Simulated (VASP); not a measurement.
# CdF2 (I4mm) in VASP: further runs

CdF2 is run at these levels: PBEsol; tasks: single point.

Program: VASP 6.6.1. These are calculated values, not measurements. Logs are shortened: lines on timing, memory, paths and dates and some standing lists are left out, and cuts for length are marked.

## (1) The cell of the first run

The structure is tetragonal, space group I4mm (No. 107). Conventional cell: a = 3.693 Å, b = 3.693 Å, c = 5.303 Å, α = 90.00°, β = 90.00°, γ = 90.00°. Within 2.9 Å of Cd (site symmetry 4mm) lie 8 F at 2.20 to 2.35 Å. F (site symmetry 2mm) has 4 Cd at 2.20 to 2.35 Å and 6 F at 2.61 to 2.65 Å within 2.9 Å.

## (2) Single point, PBEsol (strained and its atoms moved)

The input, INCAR:

```
ALGO = Normal
EDIFF = 1E-6
ENCUT = 520
GGA = PS
ISIF = 2
ISMEAR = 0
LASPH = True
LCHARG = True
LELF = True
LREAL = False
LVHAR = True
LWAVE = False
NBANDS = 20
NELM = 80
PREC = Accurate
SIGMA = 0.02
```

The input, KPOINTS:

```
k-points
0
Gamma
  8 8 8
```

The input, POSCAR:

```
CdF2
1.0
    0.0000000000      2.6516772600      2.6112672600
    2.6112672600      0.0000000000      2.6112672600
    2.6112672600      2.6516772600      0.0000000000
Cd F
1 2
Direct
    0.0157484807     -0.0157484807      0.0157484807
    0.2421257597      0.2578742403      0.2421257597
    0.7421257597      0.7578742403      0.7421257597
```

Potentials or basis: VASP PAW PBE potentials, release 64 (Cd, F).

Started as:

```
> cat potpaw_PBE.64/Cd/POTCAR potpaw_PBE.64/F/POTCAR > POTCAR
> mpirun -np 1 vasp_std > vasp.out
```

OUTCAR:

```text
EDIFF = 1E-6
   ENCUT = 520
   GGA = PS
   ISIF = 2
   ISMEAR = 0
   LASPH = True
   LREAL = False
   NELM = 80
   PREC = Accurate

 ion  position               nearest neighbor table
   1  0.016  0.984  0.016-   3 2.20   3 2.20   2 2.20   2 2.20   3 2.35   2 2.35   3 2.35   2 2.35

   2  0.242  0.258  0.242-   1 2.20   1 2.20   1 2.35   1 2.35
   3  0.742  0.758  0.742-   1 2.20   1 2.20   1 2.35   1 2.35

  LATTYP: Found a body centered tetragonal cell.
 ALAT       =     3.6928895741
 C/A-ratio  =     1.4360988634

  Lattice vectors:

 A1 = (   0.0000000000,  -2.6516772600,   2.6112672600)
 A2 = (   0.0000000000,  -2.6516772600,  -2.6112672600)
 A3 = (   2.6112672600,   2.6516772600,   0.0000000000)

Analysis of symmetry for initial positions (statically):
=====================================================================
 Subroutine PRICEL returns:
 Original cell was already a primitive cell.

 Routine SETGRP: Setting up the symmetry group for a
 body centered tetragonal supercell.

 Subroutine GETGRP returns: Found  8 space group operations
 (whereof  8 operations were pure point group operations)
 out of a pool of 16 trial point group operations.

The static configuration has the point symmetry C_4v.

Analysis of symmetry for dynamics (positions and initial velocities):
=====================================================================
 Subroutine PRICEL returns:
 Original cell was already a primitive cell.

 Routine SETGRP: Setting up the symmetry group for a
 body centered tetragonal supercell.

 Subroutine GETGRP returns: Found  8 space group operations
 (whereof  8 operations were pure point group operations)
 out of a pool of 16 trial point group operations.

The dynamic configuration has the point symmetry C_4v.

 Subroutine INISYM returns: Found  8 space group operations
 (whereof  8 operations are pure point group operations),
 and found     1 'primitive' translations

----------------------------------------------------------------------------------------

                                     Primitive cell

  volume of cell :      36.1621

  direct lattice vectors                    reciprocal lattice vectors
[... 82 lines left out ...]
   ICHARG =      2    charge: 1-file 2-atom 10-const
   ISPIN  =      1    spin polarized calculation?
   LNONCOLLINEAR =      F non collinear calculations
   LSORBIT =      F    spin-orbit coupling
   LASPH  =      T    aspherical Exc in radial PAW
   ENCUT  =  520.0 eV  38.22 Ry    6.18 a.u.   6.92  6.87  6.92*2*pi/ulx,y,z
   NELM   =     80;   NELMIN=  2; NELMDL= -5     # of ELM steps
   EDIFF  = 0.1E-05   stopping-criterion for ELM
   LREAL  =      F    real-space projection
   EDIFFG = 0.1E-04   stopping-criterion for IOM
   NSW    =      0    number of steps for IOM
   IBRION =     -1    ionic relax: 0-MD 1-quasi-New 2-CG
   NFREE  =      0    steps in history (QN), initial steepest desc. (CG)
   ISIF   =      2    stress and relaxation
   ISYM   =      2    0-nonsym 1-usesym 2-fastsym
   POTIM  = 0.5000    time-step for ionic-motion
   TEBEG  =    0.0;   TEEND  =   0.0 temperature during run
   PSTRESS=    0.0 pullay stress
   NELECT =      26.0000    total number of electrons
   NUPDOWN=      -1.0000    fix difference up-down
   EMIN   =  10.00;   EMAX   =-10.00  energy-range for DOS
   EFERMI =   0.00;   METHOD = LEGACY
   ISMEAR =     0;   SIGMA  =   0.02  broadening in eV -4-tet -1-fermi 0-gaus
   EFERMI_NEDOS =   21; number of points for ismear=-14 and -15
   IALGO  =     38    algorithm
   IMIX   =      4    mixing-type and parameters
     AMIX     =   0.40;   BMIX     =  1.00
     AMIX_MAG =   1.60;   BMIX_MAG =  1.00
  volume/ion in A,a.u.               =      12.05        81.34
  Fermi-wavevector in a.u.,A,eV,Ry     =   1.466611  2.771492 29.265409  2.150947
  Thomas-Fermi vector in A             =   2.582327
   LORBIT       =      0    0 simple, 1 ext, 2 COOP (PROOUT), +10 PAW based schemes
   GGA     = PS    functional components
   LHFCALC =     F    Hartree Fock is set to
   AEXX    =    0.0000 exact exchange contribution
   IVDW    =     0    specifies the selected vdW correction
   LEPSILON=     F    determine dielectric tensor
   LRPA    =     F    only Hartree local field effects (RPA)
 non-spin polarized calculation
 Gauss-broadening in eV      SIGMA  =   0.02
  energy-cutoff  :      520.00
  volume of cell :       36.16
 maximum number of plane-waves:       989
   NGX = 13   NGY = 13   NGZ = 13

 number of electron      25.9999980 magnetization

 Free energy of the ion-electron system (eV)
  ---------------------------------------------------
  ext. energy  EPLUGINS =         0.00000000
  ---------------------------------------------------
  free energy    TOTEN  =       -11.41877376 eV

  energy without entropy =      -11.41877376  energy(sigma->0) =      -11.41877376

 E-fermi :  -0.5989     XC(G=0): -11.1475

 val. band max:       -0.7683203372   @ k =  -0.2500   0.5000   0.2500
 cond. band min:       2.3629179899   @ k =   0.0000   0.0000   0.0000
 fundamental gap:      3.1312383271
 Fermi energy:        -0.5988958948

 k-point     1 :       0.0000    0.0000    0.0000
  band No.  band energies     occupation
      1     -22.0261      2.00000
      2     -20.6537      2.00000
      3      -6.7760      2.00000
      4      -6.7760      2.00000
      5      -6.7334      2.00000
      6      -5.1875      2.00000
[... 541 lines left out ...]
     19      18.9329      0.00000
     20      20.5984      0.00000

 [... further k-points ...]

------------------------ aborting loop because EDIFF is reached ----------------------------------------

  FORCE on cell =-STRESS in cart. coord.  units (eV):
  Direction    XX          YY          ZZ          XY          YZ          ZX
  --------------------------------------------------------------------------------------
  -------------------------------------------------------------------------------------
  Total        3.0180733      2.3517202      3.0180733      0.0000000     -0.0000000      0.0000000
  in kB      133.7171353    104.1940521    133.7171353      0.0000000     -0.0000000      0.0000000
  external PRESSURE =     123.8761076 kB  Pullay stress =       0.0000000 kB

 VOLUME and BASIS-vectors are now :
 -----------------------------------------------------------------------------
  energy-cutoff  :      520.00
  volume of cell :       36.16
      direct lattice vectors                 reciprocal lattice vectors
     0.000000000  2.651677260  2.611267260    -0.191477911  0.188559900  0.191477911
     2.611267260  0.000000000  2.611267260     0.191477911 -0.188559900  0.191477911
     2.611267260  2.651677260  0.000000000     0.191477911  0.188559900 -0.191477911

 POSITION                                       TOTAL-FORCE (eV/Angst)
 -----------------------------------------------------------------------------------
      2.61127      0.08352      2.61127         0.000000     -1.046405      0.000000
      1.30563      1.28408      1.30563         0.000000      0.523202      0.000000
      3.91690      3.93576      3.91690         0.000000      0.523202      0.000000
 -----------------------------------------------------------------------------------
    total drift:                               -0.000001      0.000204     -0.000001

  FREE ENERGIE OF THE ION-ELECTRON SYSTEM (eV)
  ---------------------------------------------------
  free  energy   TOTEN  =       -11.4187737647 eV

  energy  without entropy=      -11.4187737647  energy(sigma->0) =      -11.41877376
```

stdout:

```text
POSCAR found type information on POSCAR CdF
 POSCAR found :  2 types and       3 ions
 scaLAPACK will be used
 -----------------------------------------------------------------------------
|                                                                             |
|                                                                             |
|     You enforced a specific xc type in the INCAR file but a different       |
|     I HOPE YOU KNOW WHAT YOU ARE DOING!                                     |
|                                                                             |
 -----------------------------------------------------------------------------

 LDA part: xc-table for (Slater+PW92), standard interpolation
 POSCAR, INCAR and KPOINTS ok, starting setup
 FFT: planning ... GRIDC
 FFT: planning ... GRID_SOFT
 FFT: planning ... GRID
 WAVECAR not read
 entering main loop
```

Wall time 38 s (1 thread of Intel Xeon Platinum 8259CL at 2.50GHz (Skylake/Cascade Lake), shared host); peak memory 0.18 GiB.

What came out:

```yaml
Free_energy: -11.4188 eV
Pressure: 12.4 GPa
Largest_force: 1.046 eV/Å
Band_gap_on_the_k_mesh: 3.13 eV, indirect (least direct gap 3.51 eV)
```

Forces in eV/Å, atoms in the order of the input:
```
Cd   0.000 -1.046  0.000
F    0.000  0.523  0.000
F    0.000  0.523  0.000
```

Levels at points of the mesh, in eV from the valence-band top:
```
           k point  band 10  band 11  band 12  band 13  band 14  band 15  band 16  band 17
(0.00, 0.00, 0.00)    -1.21    -0.44    -0.44    -0.38     3.13    12.83    12.85    12.85
(0.50, 0.00, 0.00)    -2.24    -2.17    -0.37    -0.37     7.60     9.16    14.94    15.06
(0.50, 0.50, 0.00)    -2.99    -0.66    -0.23    -0.09     8.43     9.86    11.73    14.68
(0.50, 0.00, 0.50)    -3.23    -0.72    -0.14    -0.14     8.50     9.87    11.77    14.85
```

Caveat: the cell differs from its parent crystal (strained and its atoms moved); the PAW data sets were made with another functional, which shifts forces and pressure a little.

## (3) Single point, PBEsol (strained and its atoms moved)

The input, INCAR:

```
SYSTEM = CdF2
PREC     = Accurate       ! precision mode
ENCUT    = 520            ! plane-wave cutoff, eV
EDIFF    = 1E-7           ! SCF threshold, eV
ISMEAR   = 0              ! smearing method
SIGMA    = 0.02           ! smearing width, eV
LREAL    = .FALSE.        ! projectors in reciprocal space
LASPH    = .TRUE.         ! aspherical terms in the spheres
NELM     = 100            ! most SCF steps
ALGO     = Normal         ! electronic algorithm
ISIF     = 2              ! what is computed and relaxed
LWAVE    = .FALSE.        ! write WAVECAR
LCHARG   = .FALSE.        ! write CHGCAR
GGA      = PS             ! functional
NBANDS   = 20             ! bands
```

The input, KPOINTS:

```
regular mesh
0
G
  8 8 8
  0 0 0
```

The input, POSCAR:

```
CdF2
1.0
    0.0000000000      2.7560697600      2.6752497600
    2.7560697600      0.0000000000      2.6752497600
    2.7560697600      2.7560697600      0.0000000000
Cd F
1 2
Direct
   -0.0157484807     -0.0157484807      0.0157484807
    0.2578742403      0.2578742403      0.2421257597
    0.7578742403      0.7578742403      0.7421257597
```

Potentials or basis: VASP PAW PBE potentials, release 64 (Cd, F).

Started as:

```
> cat potpaw_PBE.64/Cd/POTCAR potpaw_PBE.64/F/POTCAR > POTCAR
> mpirun -np 1 vasp_std > vasp.out
```

Run time: 48 s. Hardware: 1 thread of Intel Xeon Platinum 8259CL at 2.50GHz (Skylake/Cascade Lake), shared host; peak memory 0.19 GiB.

Results (log left out):

| Property | Result |
| --- | --- |
| Free energy | -11.5416 eV |
| Pressure | -2.7 GPa |
| Largest force | 0.509 eV/Å |
| Band gap on the k mesh | 2.77 eV, indirect (least direct gap 3.30 eV) |

Forces in eV/Å, atoms in the order of the input:
```
Cd   0.000  0.000  0.509
F    0.000  0.000 -0.255
F    0.000  0.000 -0.255
```

Stress tensor (GPa, compression positive):
```
-3.54  0.00  0.00
 0.00 -3.54  0.00
 0.00  0.00 -0.90
```

Levels at points of the mesh, in eV from the valence-band top:
```csv
k point,band 9,band 10,band 11,band 12,band 13,band 14,band 15,band 16,band 17,band 18
"(0.00, 0.00, 0.00)",-0.98,-0.68,-0.59,-0.53,-0.53,2.77,12.28,12.41,12.41,17.03
"(0.50, 0.00, 0.00)",-2.13,-1.75,-1.68,-0.44,-0.41,6.76,8.84,13.91,14.12,17.54
"(0.50, 0.50, 0.00)",-2.81,-2.81,-0.29,-0.12,-0.12,7.52,9.21,11.63,13.70,13.70
"(0.50, 0.00, 0.50)",-2.82,-2.58,-0.47,-0.10,-0.05,7.57,9.29,11.55,13.75,14.01
```

Caveat: the cell differs from its parent crystal (strained and its atoms moved); the PAW data sets were made with another functional, which shifts forces and pressure a little.
